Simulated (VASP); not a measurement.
Here is a VASP 6.6.1 calculation.

INCAR

```
SYSTEM = VSi2
PREC = Accurate ; ENCUT = 520
EDIFF = 1E-7 ; ISMEAR = 0
SIGMA = 0.1 ; LREAL = .False.
LASPH = .True. ; NELM = 100
ALGO = Normal ; ISIF = 2
LWAVE = .False. ; LCHARG = .False.
GGA = PE ; NBANDS = 42
```

File KPOINTS:

```
Automatic mesh
0
Gamma
  9 9 6
  0 0 0
```

POSCAR

```
VSi2
1.0
    4.5656678382      0.0000000000      0.0000000000
   -2.2828339191      3.9539843331      0.0000000000
    0.0000000000      0.0000000000      6.3688700527
V Si
3 6
Direct
    0.0000000000      0.5000000000      0.1666666667
    0.5000000000      0.5000000000      0.8333333333
    0.5000000000      0.0000000000      0.5000000000
    0.8371862968      0.6743725936      0.5000000000
    0.1628137032      0.8371862968      0.8333333333
    0.6743725936      0.8371862968      0.1666666667
    0.1628137032      0.3256274064      0.5000000000
    0.8371862968      0.1628137032      0.8333333333
    0.3256274064      0.1628137032      0.1666666667
```

Potentials or basis: VASP PAW PBE potentials, release 64 (V_sv, Si).

Launch:

```console
$ cat potpaw_PBE.64/V_sv/POTCAR potpaw_PBE.64/Si/POTCAR > POTCAR
$ mpirun -np 1 vasp_std > vasp.out
```

Problem. Estimate the pressure.

Solution. 0.0 GPa.

Problem. Predict the band gap on the k mesh.

Solution. Zero (an odd number of electrons rules out a gap without spin polarisation).
